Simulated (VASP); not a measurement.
# W (R-3m) in VASP: single point with PBEsol

Aim: the single point of W with PBEsol.

Program: VASP 6.6.1. These are calculated values, not measurements. Logs are shortened: lines on timing, memory, paths and dates and some standing lists are left out, and cuts for length are marked.

### 1 The cell of the first run

The structure is trigonal, space group R-3m (No. 166). Conventional cell: a = 3.785 Å, b = 3.785 Å, c = 3.941 Å, α = 90.00°, β = 90.00°, γ = 120.00°. W (site symmetry -3m) has 6 W at 2.55 Å within 3.4 Å.

### 2 Single point, PBEsol

INCAR

```
PREC     = Accurate       # precision mode
ENCUT    = 520            # plane-wave cutoff, eV
EDIFF    = 1E-7           # SCF threshold, eV
ISMEAR   = 0              # smearing method
SIGMA    = 0.15           # smearing width, eV
LREAL    = F              # projectors in reciprocal space
LASPH    = T              # aspherical terms in the spheres
NELM     = 60             # most SCF steps
ALGO     = Fast           # electronic algorithm
ISIF     = 2              # what is computed and relaxed
LWAVE    = F              # write WAVECAR
LCHARG   = F              # write CHGCAR
GGA      = PS             # functional
NBANDS   = 13             # bands
```

KPOINTS

```
Automatic mesh
0
Gamma
  24 24 24
```

POSCAR

```
W
1.0
   -1.0260694704      1.6506334959      1.6506334959
    1.6506334959     -1.0260694704      1.6506334959
    1.6506334959      1.6506334959     -1.0260694704
W
1
Direct
    0.0000000000      0.0000000000      0.0000000000
```

Potentials or basis: VASP PAW PBE potentials, release 64 (W_sv).

Launch:

```sh
> cat potpaw_PBE.64/W_sv/POTCAR > POTCAR
> mpirun -np 1 vasp_std > vasp.out
```

OUTCAR:

```text
PREC = Accurate
   ENCUT = 520
   EDIFF = 1E-7
   ISMEAR = 0
   LREAL = F
   LASPH = T
   NELM = 60
   ISIF = 2
   GGA = PS

 ion  position               nearest neighbor table
   1  0.000  0.000  0.000-

  LATTYP: Found a trigonal (rhomboedric) cell.
 ALAT       =     2.5499020439
 COS(alpha) =    -0.1019283746

  Lattice vectors:

 A1 = (  -1.0260694704,   1.6506334959,   1.6506334959)
 A2 = (   1.6506334959,  -1.0260694704,   1.6506334959)
 A3 = (   1.6506334959,   1.6506334959,  -1.0260694704)

Analysis of symmetry for initial positions (statically):
=====================================================================
 Subroutine PRICEL returns:
 Original cell was already a primitive cell.

 Routine SETGRP: Setting up the symmetry group for a
 trigonal (rhombohedral) supercell.

 Subroutine GETGRP returns: Found 12 space group operations
 (whereof 12 operations were pure point group operations)
 out of a pool of 12 trial point group operations.

The static configuration has the point symmetry D_3d.

Analysis of symmetry for dynamics (positions and initial velocities):
=====================================================================
 Subroutine PRICEL returns:
 Original cell was already a primitive cell.

 Routine SETGRP: Setting up the symmetry group for a
 trigonal (rhombohedral) supercell.

 Subroutine GETGRP returns: Found 12 space group operations
 (whereof 12 operations were pure point group operations)
 out of a pool of 12 trial point group operations.

The dynamic configuration has the point symmetry D_3d.

 Subroutine INISYM returns: Found 12 space group operations
 (whereof 12 operations are pure point group operations),
 and found     1 'primitive' translations

----------------------------------------------------------------------------------------

                                     Primitive cell

  volume of cell :      16.3012

  direct lattice vectors                    reciprocal lattice vectors
    -1.026069470  1.650633496  1.650633496    -0.102555198  0.271038739  0.271038739
     1.650633496 -1.026069470  1.650633496     0.271038739 -0.102555198  0.271038739
     1.650633496  1.650633496 -1.026069470     0.271038739  0.271038739 -0.102555198

  length of vectors
     2.549902044  2.549902044  2.549902044     0.396789068  0.396789068  0.396789068

  position of ions in fractional coordinates (direct lattice)
[... 77 lines left out ...]
   EDIFF  = 0.1E-06   stopping-criterion for ELM
   LREAL  =      F    real-space projection
   EDIFFG = 0.1E-05   stopping-criterion for IOM
   NSW    =      0    number of steps for IOM
   IBRION =     -1    ionic relax: 0-MD 1-quasi-New 2-CG
   NFREE  =      0    steps in history (QN), initial steepest desc. (CG)
   ISIF   =      2    stress and relaxation
   ISYM   =      2    0-nonsym 1-usesym 2-fastsym
   POTIM  = 0.5000    time-step for ionic-motion
   TEBEG  =    0.0;   TEEND  =   0.0 temperature during run
   PSTRESS=    0.0 pullay stress
   NELECT =      14.0000    total number of electrons
   NUPDOWN=      -1.0000    fix difference up-down
   EMIN   =  10.00;   EMAX   =-10.00  energy-range for DOS
   EFERMI =   0.00;   METHOD = LEGACY
   ISMEAR =     0;   SIGMA  =   0.15  broadening in eV -4-tet -1-fermi 0-gaus
   EFERMI_NEDOS =   21; number of points for ismear=-14 and -15
   IALGO  =     68    algorithm
   IMIX   =      4    mixing-type and parameters
     AMIX     =   0.40;   BMIX     =  1.00
     AMIX_MAG =   1.60;   BMIX_MAG =  1.00
  volume/ion in A,a.u.               =      16.30       110.01
  Fermi-wavevector in a.u.,A,eV,Ry     =   1.556125  2.940649 32.946829  2.421524
  Thomas-Fermi vector in A             =   2.659966
   LORBIT       =      0    0 simple, 1 ext, 2 COOP (PROOUT), +10 PAW based schemes
   GGA     = PS    functional components
   LHFCALC =     F    Hartree Fock is set to
   AEXX    =    0.0000 exact exchange contribution
   IVDW    =     0    specifies the selected vdW correction
   LEPSILON=     F    determine dielectric tensor
   LRPA    =     F    only Hartree local field effects (RPA)
 non-spin polarized calculation
 RMM-DIIS sequential band-by-band and
 Gauss-broadening in eV      SIGMA  =   0.15
  energy-cutoff  :      520.00
  volume of cell :       16.30
 maximum number of plane-waves:       450
   NGX =  9   NGY =  9   NGZ =  9

 number of electron      13.9999996 magnetization

 Free energy of the ion-electron system (eV)
  ---------------------------------------------------
  ext. energy  EPLUGINS =         0.00000000
  ---------------------------------------------------
  free energy    TOTEN  =       -12.42291112 eV

  energy without entropy =      -12.41509707  energy(sigma->0) =      -12.41900410

 E-fermi :  10.8424     XC(G=0): -13.4745

 val. band max:       10.8421098744   @ k =  -0.2917  -0.2917   0.2083
 cond. band min:      10.8448331485   @ k =  -0.2917   0.2500   0.2500
 fundamental gap:      0.0027232741
 Fermi energy:        10.8423776335

 k-point     1 :       0.0000    0.0000    0.0000
  band No.  band energies     occupation
      1     -63.2396      2.00000
      2     -26.8391      2.00000
      3     -26.5862      2.00000
      4     -26.5862      2.00000
      5       1.5538      2.00000
      6       6.0644      2.00000
      7       6.0644      2.00000
      8      15.3722      0.00000
      9      15.9853      0.00000
     10      15.9853      0.00000
     11      25.3470      0.00000
     12      25.3470      0.00000
     13      28.8701      0.00000
[... 354 lines left out ...]
  band No.  band energies     occupation
      1     -63.0929      2.00000
      2     -28.3728      2.00000
      3     -26.6286      2.00000
      4     -26.4594      2.00000
      5       5.2068      2.00000
      6       6.9553      2.00000
      7       9.9554      2.00000
      8      12.0245      0.00000
      9      12.5348      0.00000
     10      16.1756      0.00000
     11      21.3809      0.00000
     12      25.1728      0.00000
     13      30.0117      0.00000

 [... further k-points ...]
[... 5 lines left out ...]
  --------------------------------------------------------------------------------------
  -------------------------------------------------------------------------------------
  Total        2.0553957      2.0553957      2.0553957     -1.2264916     -1.2264916     -1.2264916
  in kB      202.0163648    202.0163648    202.0163648   -120.5467997   -120.5467997   -120.5467997
  external PRESSURE =     202.0163648 kB  Pullay stress =       0.0000000 kB

 VOLUME and BASIS-vectors are now :
 -----------------------------------------------------------------------------
  energy-cutoff  :      520.00
  volume of cell :       16.30
      direct lattice vectors                 reciprocal lattice vectors
    -1.026069470  1.650633496  1.650633496    -0.102555198  0.271038739  0.271038739
     1.650633496 -1.026069470  1.650633496     0.271038739 -0.102555198  0.271038739
     1.650633496  1.650633496 -1.026069470     0.271038739  0.271038739 -0.102555198

 POSITION                                       TOTAL-FORCE (eV/Angst)
 -----------------------------------------------------------------------------------
      0.00000      0.00000      0.00000        -0.000000     -0.000000      0.000000
 -----------------------------------------------------------------------------------
    total drift:                                0.000000     -0.000000     -0.000000

  FREE ENERGIE OF THE ION-ELECTRON SYSTEM (eV)
  ---------------------------------------------------
  free  energy   TOTEN  =       -12.4229111193 eV

  energy  without entropy=      -12.4150970722  energy(sigma->0) =      -12.41900410
```

OSZICAR:

```text
N       E                     dE             d eps       ncg     rms          rms(c)
DAV:   1     0.868441512490E+02    0.86844E+02   -0.75145E+03 34331   0.122E+03
DAV:   2    -0.111688522327E+02   -0.98013E+02   -0.93695E+02 37928   0.316E+02
DAV:   3    -0.128575573415E+02   -0.16887E+01   -0.16825E+01 38558   0.407E+01
DAV:   4    -0.128650690940E+02   -0.75118E-02   -0.75114E-02 38138   0.298E+00
DAV:   5    -0.128651369234E+02   -0.67829E-04   -0.67828E-04 39068   0.269E-01    0.220E+01
RMM:   6    -0.125173720088E+02    0.34776E+00   -0.26107E-01 37574   0.474E+00    0.101E+01
RMM:   7    -0.124261343706E+02    0.91238E-01   -0.19289E-01 37918   0.416E+00    0.438E-01
RMM:   8    -0.124228945034E+02    0.32399E-02   -0.10729E-02 42176   0.117E+00    0.202E-01
RMM:   9    -0.124228886933E+02    0.58101E-05   -0.17054E-03 42068   0.528E-01    0.464E-02
RMM:  10    -0.124229087346E+02   -0.20041E-04   -0.23955E-04 45263   0.192E-01    0.935E-03
RMM:  11    -0.124229091606E+02   -0.42598E-06   -0.58239E-05 43448   0.947E-02    0.332E-03
RMM:  12    -0.124229109848E+02   -0.18242E-05   -0.15965E-05 44966   0.483E-02    0.235E-03
RMM:  13    -0.124229110518E+02   -0.67015E-07   -0.33678E-06 40348   0.216E-02    0.133E-03
RMM:  14    -0.124229111193E+02   -0.67529E-07   -0.95383E-07 32987   0.112E-02
   1 F= -.12422911E+02 E0= -.12419004E+02  d E =-.781405E-02
```

stdout:

```text
POSCAR found type information on POSCAR W
 POSCAR found :  1 types and       1 ions
 scaLAPACK will be used
 -----------------------------------------------------------------------------
|                                                                             |
|                                                                             |
|     You enforced a specific xc type in the INCAR file but a different       |
|     I HOPE YOU KNOW WHAT YOU ARE DOING!                                     |
|                                                                             |
 -----------------------------------------------------------------------------

 LDA part: xc-table for (Slater+PW92), standard interpolation
 POSCAR, INCAR and KPOINTS ok, starting setup
 FFT: planning ... GRIDC
 FFT: planning ... GRID_SOFT
 FFT: planning ... GRID
 WAVECAR not read
 entering main loop
WARNING in EDDRMM: call to ZHEGV failed, returncode =   6  3     13
WARNING in EDDRMM: call to ZHEGV failed, returncode =   6  3     12
WARNING in EDDRMM: call to ZHEGV failed, returncode =   6  3     13
WARNING in EDDRMM: call to ZHEGV failed, returncode =   8  4     13
WARNING in EDDRMM: call to ZHEGV failed, returncode =   8  4     12
WARNING in EDDRMM: call to ZHEGV failed, returncode =   8  4     12
WARNING in EDDRMM: call to ZHEGV failed, returncode =   8  4     12
WARNING in EDDRMM: call to ZHEGV failed, returncode =   8  4     13
WARNING in EDDRMM: call to ZHEGV failed, returncode =   8  4     13
```

Wall time 87 s (1 thread of Intel Xeon 6975P-C (Granite Rapids), shared host); peak memory 0.34 GiB.

What came out:

| Quantity | Value |
| --- | --- |
| Free energy | -12.4229 eV |
| Pressure | 20.2 GPa |
| Band gap on the k mesh | zero (band 7 reaches 12.61 eV, above the bottom of band 8 at 9.58 eV) |

Caveat: the PAW data sets were made with another functional, which shifts forces and pressure a little; spin-orbit coupling is left out, which moves the levels of the heavy elements.
